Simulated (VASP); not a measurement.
# In3Se (Pm-3m) in VASP: single point with HSE06

Aim: the single point of In3Se with HSE06.

Program: VASP 6.6.1. These are calculated values, not measurements. Logs are shortened: lines on timing, memory, paths and dates and some standing lists are left out, and cuts for length are marked.

## 1. The cell of the first run

Symmetry: Pm-3m, No. 221, cubic system. The conventional cell has a = 4.804 Å, b = 4.804 Å, c = 4.804 Å, α = 90.00°, β = 90.00°, γ = 90.00°. Within 4.5 Å of In (site symmetry 4/mmm) lie 8 In at 3.40 Å and 4 Se at 3.40 Å. Se (site symmetry m-3m) has 12 In at 3.40 Å within 4.5 Å.

## 2. Single point, HSE06

Input file POSCAR:

```
In3Se
1.0
    4.8037580000      0.0000000000      0.0000000000
    0.0000000000      4.8037580000      0.0000000000
    0.0000000000      0.0000000000      4.8037580000
In Se
3 1
Direct
    0.0000000000      0.5000000000      0.5000000000
    0.5000000000      0.0000000000      0.5000000000
    0.5000000000      0.5000000000      0.0000000000
    0.0000000000      0.0000000000      0.0000000000
```

Input file INCAR.step1:

```
SYSTEM = In3Se
PREC = Accurate ; ENCUT = 520
EDIFF = 1E-5 ; ISMEAR = 0
SIGMA = 0.1 ; LREAL = .FALSE.
LASPH = .TRUE. ; NELM = 100
ALGO = Normal ; ISIF = 2
LWAVE = .TRUE. ; NBANDS = 30
GGA = PE ; KPAR = 2
```

Input file INCAR.step2:

```
SYSTEM = In3Se
PREC = Accurate ; ENCUT = 520
EDIFF = 1E-6 ; ISMEAR = 0
SIGMA = 0.1 ; LREAL = .FALSE.
LASPH = .TRUE. ; NELM = 100
ALGO = Normal ; ISIF = 2
LWAVE = .FALSE. ; LCHARG = .TRUE.
GGA = PE ; LHFCALC = .TRUE.
HFSCREEN = 0.2079 ; PRECFOCK = Normal
LVHAR = .TRUE. ; NBANDS = 30
ISTART = 1 ; KPAR = 2
```

Input file KPOINTS:

```
Automatic mesh
0
G
  4 4 4
  0 0 0
```

Potentials or basis: VASP PAW PBE potentials, release 64 (In_d, Se).

The run is started by

```bash
cat potpaw_PBE.64/In_d/POTCAR potpaw_PBE.64/Se/POTCAR > POTCAR
cp INCAR.step1 INCAR
mpirun -np 2 vasp_std > vasp.out
cp INCAR.step2 INCAR
mpirun -np 2 vasp_std > vasp.out
```

OUTCAR:

```text
SYSTEM = In3Se
   PREC = Accurate
   ENCUT = 520
   EDIFF = 1E-6
   ISMEAR = 0
   LREAL = .FALSE.
   LASPH = .TRUE.
   NELM = 100
   ISIF = 2
   GGA = PE
   LHFCALC = .TRUE.
   HFSCREEN = 0.2079
   PRECFOCK = Normal
   ISTART = 1

 ion  position               nearest neighbor table
   1  0.000  0.500  0.500-   2 3.40   3 3.40   4 3.40   3 3.40   4 3.40   2 3.40   4 3.40   4 3.40
                             2 3.40   3 3.40   3 3.40   2 3.40
   2  0.500  0.000  0.500-   1 3.40   3 3.40   4 3.40   3 3.40   4 3.40   1 3.40   3 3.40   3 3.40
                             1 3.40   4 3.40   4 3.40   1 3.40
   3  0.500  0.500  0.000-   1 3.40   2 3.40   4 3.40   1 3.40   2 3.40   2 3.40   4 3.40   2 3.40
                             1 3.40   4 3.40   1 3.40   4 3.40
   4  0.000  0.000  0.000-   1 3.40   2 3.40   3 3.40   1 3.40   2 3.40   1 3.40   3 3.40   1 3.40
                             2 3.40   3 3.40   2 3.40   3 3.40

  LATTYP: Found a simple cubic cell.
 ALAT       =     4.8037580000

  Lattice vectors:

 A1 = (   4.8037580000,   0.0000000000,   0.0000000000)
 A2 = (   0.0000000000,   4.8037580000,   0.0000000000)
 A3 = (   0.0000000000,   0.0000000000,   4.8037580000)

Analysis of symmetry for initial positions (statically):
=====================================================================
 Subroutine PRICEL returns:
 Original cell was already a primitive cell.

 Routine SETGRP: Setting up the symmetry group for a
 simple cubic supercell.

 Subroutine GETGRP returns: Found 48 space group operations
 (whereof 48 operations were pure point group operations)
 out of a pool of 48 trial point group operations.

The static configuration has the point symmetry O_h .

Analysis of symmetry for dynamics (positions and initial velocities):
=====================================================================
 Subroutine PRICEL returns:
 Original cell was already a primitive cell.

 Routine SETGRP: Setting up the symmetry group for a
 simple cubic supercell.

 Subroutine GETGRP returns: Found 48 space group operations
 (whereof 48 operations were pure point group operations)
 out of a pool of 48 trial point group operations.

The dynamic configuration has the point symmetry O_h .

 Subroutine INISYM returns: Found 48 space group operations
 (whereof 48 operations are pure point group operations),
 and found     1 'primitive' translations

----------------------------------------------------------------------------------------

                                     Primitive cell

  volume of cell :     110.8520

  direct lattice vectors                    reciprocal lattice vectors
     4.803758000  0.000000000  0.000000000     0.208170353  0.000000000  0.000000000
     0.000000000  4.803758000  0.000000000     0.000000000  0.208170353  0.000000000
     0.000000000  0.000000000  4.803758000     0.000000000  0.000000000  0.208170353

  length of vectors
     4.803758000  4.803758000  4.803758000     0.208170353  0.208170353  0.208170353

  position of ions in fractional coordinates (direct lattice)
     0.000000000  0.500000000  0.500000000
     0.500000000  0.000000000  0.500000000
     0.500000000  0.500000000  0.000000000
     0.000000000  0.000000000  0.000000000

  ion indices of the primitive-cell ions
   primitive index   ion index
                 1           1
                 2           2
                 3           3
                 4           4

----------------------------------------------------------------------------------------

 KPOINTS: Automatic mesh

Automatic generation of k-mesh.
 Grid dimensions read from file:
 generate k-points for:    4    4    4

 Generating k-lattice:

  Cartesian coordinates                     Fractional coordinates (reciprocal lattice)
     0.052042588  0.000000000  0.000000000     0.250000000  0.000000000  0.000000000
     0.000000000  0.052042588  0.000000000     0.000000000  0.250000000  0.000000000
     0.000000000  0.000000000  0.052042588     0.000000000  0.000000000  0.250000000

  Length of vectors
     0.052042588  0.052042588  0.052042588

  Shift w.r.t. Gamma in fractional coordinates (k-lattice)
     0.000000000  0.000000000  0.000000000

 Subroutine IBZKPT returns following result:
 ===========================================

 Found     10 irreducible k-points:

 Following reciprocal coordinates:
            Coordinates               Weight
  0.000000  0.000000  0.000000      1.000000
  0.250000  0.000000  0.000000      6.000000
  0.500000  0.000000  0.000000      3.000000
  0.250000  0.250000  0.000000     12.000000
  0.500000  0.250000  0.000000     12.000000
  0.500000  0.500000  0.000000      3.000000
  0.250000  0.250000  0.250000      8.000000
  0.500000  0.250000  0.250000     12.000000
  0.500000  0.500000  0.250000      6.000000
  0.500000  0.500000  0.500000      1.000000
   k-points           NKPTS =     10   k-points in BZ     NKDIM =     64   number of bands    NBANDS=     30
   number of dos      NEDOS =    301   number of ions     NIONS =      4
   total plane-waves  NPLWV =  46656
   dimension x,y,z NGX =    36 NGY =   36 NGZ =   36
   dimension x,y,z NGXF=    72 NGYF=   72 NGZF=   72
   ions per type =               3   1
   NGX,Y,Z   is equivalent  to a cutoff of  12.46, 12.46, 12.46 a.u.
   NGXF,Y,Z  is equivalent  to a cutoff of  24.92, 24.92, 24.92 a.u.
 SYSTEM =  In3Se
   PREC   = accura    normal or accurate (medium, high low for compatibility)
   ISTART =      1    job   : 0-new  1-cont  2-samecut
   ICHARG =      0    charge: 1-file 2-atom 10-const
   ISPIN  =      1    spin polarized calculation?
   LNONCOLLINEAR =      F non collinear calculations
   LSORBIT =      F    spin-orbit coupling
   LASPH  =      T    aspherical Exc in radial PAW
   ENCUT  =  520.0 eV  38.22 Ry    6.18 a.u.   8.93  8.93  8.93*2*pi/ulx,y,z
   NELM   =    100;   NELMIN=  2; NELMDL=  0     # of ELM steps
   EDIFF  = 0.1E-05   stopping-criterion for ELM
   LREAL  =      F    real-space projection
   EDIFFG = 0.1E-04   stopping-criterion for IOM
   NSW    =      0    number of steps for IOM
   IBRION =     -1    ionic relax: 0-MD 1-quasi-New 2-CG
   NFREE  =      0    steps in history (QN), initial steepest desc. (CG)
   ISIF   =      2    stress and relaxation
   ISYM   =      3    0-nonsym 1-usesym 2-fastsym
   POTIM  = 0.5000    time-step for ionic-motion
   TEBEG  =    0.0;   TEEND  =   0.0 temperature during run
   PSTRESS=    0.0 pullay stress
   NELECT =      45.0000    total number of electrons
   NUPDOWN=      -1.0000    fix difference up-down
   EMIN   =  10.00;   EMAX   =-10.00  energy-range for DOS
   EFERMI =   0.00;   METHOD = LEGACY
   ISMEAR =     0;   SIGMA  =   0.10  broadening in eV -4-tet -1-fermi 0-gaus
   EFERMI_NEDOS =   21; number of points for ismear=-14 and -15
   IALGO  =     38    algorithm
   IMIX   =      1    mixing-type and parameters
     AMIX     =   0.40;   BMIX     =  1.00
     AMIX_MAG =   1.60;   BMIX_MAG =  1.00
  volume/ion in A,a.u.               =      27.71       187.02
  Fermi-wavevector in a.u.,A,eV,Ry     =   1.212173  2.290675 19.991897  1.469363
  Thomas-Fermi vector in A             =   2.347665
   LORBIT       =      0    0 simple, 1 ext, 2 COOP (PROOUT), +10 PAW based schemes
   GGA     = PE    functional components
   LHFCALC =     T    Hartree Fock is set to
   PRECFOCK=normal    Normal, Fast or Accurate (Low or Medium for compatibility)
   ENCUT4O =  -1.0   cutoff for four orbital integrals eV
   NKREDX  =     1    reduce k-point grid by
   NKREDY  =     1    reduce k-point grid by
   NKREDZ  =     1    reduce k-point grid by
   AEXX    =    0.2500 exact exchange contribution
   HFSCREEN=    0.2079 screening length (either q_TF or 0.3 A-1)
   HFSCREENC=   0.2079 screening length for correlation (either q_TF or 0.3 A-1)
   ENCUTFOCK=  -1.0 apply spherical cutoff to Coloumb kernel
   IVDW    =     0    specifies the selected vdW correction
   LEPSILON=     F    determine dielectric tensor
   LRPA    =     F    only Hartree local field effects (RPA)
 non-spin polarized calculation
 Gauss-broadening in eV      SIGMA  =   0.10
  energy-cutoff  :      520.00
  volume of cell :      110.85
 maximum number of plane-waves:      3016
 NGX is ok and might be reduce to    36
  NGX = 28; NGY = 28; NGZ = 28

 number of electron      45.0000025 magnetization

 Free energy of the ion-electron system (eV)
  ---------------------------------------------------
  ext. energy  EPLUGINS =         0.00000000
  ---------------------------------------------------
  free energy    TOTEN  =       -13.50052480 eV

  energy without entropy =      -13.48942351  energy(sigma->0) =      -13.49497415

 E-fermi :   5.9675     XC(G=0):  -8.0882

 val. band max:        5.9290347843   @ k =   0.5000   0.2500   0.2500
 cond. band min:       6.4139943954   @ k =   0.5000   0.2500   0.0000
 fundamental gap:      0.4849596111
 Fermi energy:         5.9675237118

 k-point     1 :       0.0000    0.0000    0.0000
  band No.  band energies     occupation
      1     -10.9703      2.00000
      2     -10.9703      2.00000
      3     -10.9703      2.00000
      4     -10.9690      2.00000
      5     -10.8543      2.00000
      6     -10.8543      2.00000
[... 22 lines left out ...]
     29      11.5355      0.00000
     30      13.2604      0.00000

 k-point     2 :       0.2500    0.0000    0.0000
  band No.  band energies     occupation
      1     -10.9615      2.00000
      2     -10.9211      2.00000
      3     -10.9161      2.00000
      4     -10.9161      2.00000
      5     -10.8483      2.00000
      6     -10.8204      2.00000
[... 22 lines left out ...]
     29      12.8956      0.00000
     30      13.1843      0.00000

 k-point     3 :       0.5000    0.0000    0.0000
  band No.  band energies     occupation
      1     -10.9518      2.00000
      2     -10.8590      2.00000
      3     -10.8267      2.00000
      4     -10.8057      2.00000
      5     -10.8057      2.00000
      6     -10.7683      2.00000
[... 22 lines left out ...]
     29      10.7552      0.00000
     30      12.3301      0.00000

 k-point     4 :       0.2500    0.2500    0.0000
  band No.  band energies     occupation
      1     -10.9237      2.00000
      2     -10.9131      2.00000
      3     -10.8919      2.00000
      4     -10.8640      2.00000
      5     -10.8320      2.00000
      6     -10.7937      2.00000
[... 22 lines left out ...]
     29      11.1010      0.00000
     30      11.8029      0.00000

 k-point     5 :       0.5000    0.2500    0.0000
  band No.  band energies     occupation
      1     -10.9033      2.00000
      2     -10.8590      2.00000
      3     -10.8461      2.00000
      4     -10.8105      2.00000
      5     -10.8005      2.00000
      6     -10.7731      2.00000
[... 22 lines left out ...]
     29      10.3069      0.00000
     30      12.5597      0.00000

 k-point     6 :       0.5000    0.5000    0.0000
  band No.  band energies     occupation
      1     -10.8687      2.00000
      2     -10.8687      2.00000
      3     -10.8209      2.00000
      4     -10.8163      2.00000
      5     -10.7911      2.00000
      6     -10.7572      2.00000
[... 22 lines left out ...]
     29      11.2400      0.00000
     30      13.9222      0.00000

 k-point     7 :       0.2500    0.2500    0.2500
  band No.  band energies     occupation
      1     -10.9268      2.00000
      2     -10.8878      2.00000
      3     -10.8878      2.00000
      4     -10.8287      2.00000
      5     -10.8183      2.00000
      6     -10.7903      2.00000
[... 22 lines left out ...]
     29      12.2113      0.00000
     30      13.4981      0.00000

 k-point     8 :       0.5000    0.2500    0.2500
  band No.  band energies     occupation
      1     -10.8961      2.00000
      2     -10.8806      2.00000
      3     -10.8564      2.00000
      4     -10.8385      2.00000
      5     -10.8215      2.00000
      6     -10.8206      2.00000
[... 22 lines left out ...]
     29      12.3461      0.00000
     30      12.6801      0.00000

 k-point     9 :       0.5000    0.5000    0.2500
  band No.  band energies     occupation
      1     -10.9130      2.00000
      2     -10.8681      2.00000
      3     -10.8681      2.00000
      4     -10.8554      2.00000
      5     -10.8314      2.00000
      6     -10.8314      2.00000
[... 22 lines left out ...]
     29      12.6589      0.00000
     30      14.3486      0.00000

 k-point    10 :       0.5000    0.5000    0.5000
  band No.  band energies     occupation
      1     -10.9646      2.00000
      2     -10.8788      2.00000
      3     -10.8788      2.00000
      4     -10.8788      2.00000
      5     -10.8571      2.00000
      6     -10.8571      2.00000
[... 22 lines left out ...]
     29      14.6663      0.00000
     30      15.0791      0.00000

------------------------ aborting loop because EDIFF is reached ----------------------------------------

  FORCE on cell =-STRESS in cart. coord.  units (eV):
  Direction    XX          YY          ZZ          XY          YZ          ZX
  --------------------------------------------------------------------------------------
  -------------------------------------------------------------------------------------
  Total       -0.6697635     -0.6697635     -0.6697635      0.0000000      0.0000000      0.0000000
  in kB       -9.6802977     -9.6802977     -9.6802977      0.0000000      0.0000000      0.0000000
  external PRESSURE =      -9.6802977 kB  Pullay stress =       0.0000000 kB

 VOLUME and BASIS-vectors are now :
 -----------------------------------------------------------------------------
  energy-cutoff  :      520.00
  volume of cell :      110.85
      direct lattice vectors                 reciprocal lattice vectors
     4.803758000  0.000000000  0.000000000     0.208170353  0.000000000  0.000000000
     0.000000000  4.803758000  0.000000000     0.000000000  0.208170353  0.000000000
     0.000000000  0.000000000  4.803758000     0.000000000  0.000000000  0.208170353

 POSITION                                       TOTAL-FORCE (eV/Angst)
 -----------------------------------------------------------------------------------
      0.00000      2.40188      2.40188         0.000000      0.000000      0.000000
      2.40188      0.00000      2.40188         0.000000      0.000000      0.000000
      2.40188      2.40188      0.00000         0.000000      0.000000      0.000000
      0.00000      0.00000      0.00000         0.000000      0.000000      0.000000
 -----------------------------------------------------------------------------------
    total drift:                                0.000005      0.000001      0.000004

  FREE ENERGIE OF THE ION-ELECTRON SYSTEM (eV)
  ---------------------------------------------------
  free  energy   TOTEN  =       -13.5005247977 eV

  energy  without entropy=      -13.4894235113  energy(sigma->0) =      -13.49497415
```

Run time: 49 min. Hardware: 2 MPI ranks of Intel Xeon Platinum 8375C at 2.90GHz (Ice Lake), shared host; peak memory 0.36 GiB.

What came out:

- Free energy: -13.5005 eV
- Pressure: -1.0 GPa
- Band gap on the k mesh: zero (an odd number of electrons rules out a gap without spin polarisation)

Levels at points of the mesh, in eV from the Fermi level:
```csv
k point,band 19,band 20,band 21,band 22,band 23,band 24,band 25,band 26,band 27,band 28
"(0.00, 0.00, 0.00)",-3.84,-3.84,-2.46,-2.46,1.25,1.25,1.25,4.68,4.68,4.68
"(0.50, 0.00, 0.00)",-2.97,-2.97,-1.82,-1.41,-0.10,-0.10,1.58,4.07,4.19,4.19
"(0.50, 0.50, 0.00)",-6.49,-2.44,-0.93,-0.93,-0.84,1.54,2.00,2.00,2.01,5.27
"(0.50, 0.50, 0.50)",-4.92,-4.84,-4.84,-4.84,-3.71,3.40,3.40,3.40,8.47,8.70
```

Caveat: the PAW data sets were made with another functional, which shifts forces and pressure a little; spin-orbit coupling is left out, which moves the levels of the heavy elements.

The gap in the log of VASP goes by the Fermi energy; the results here count the filled bands.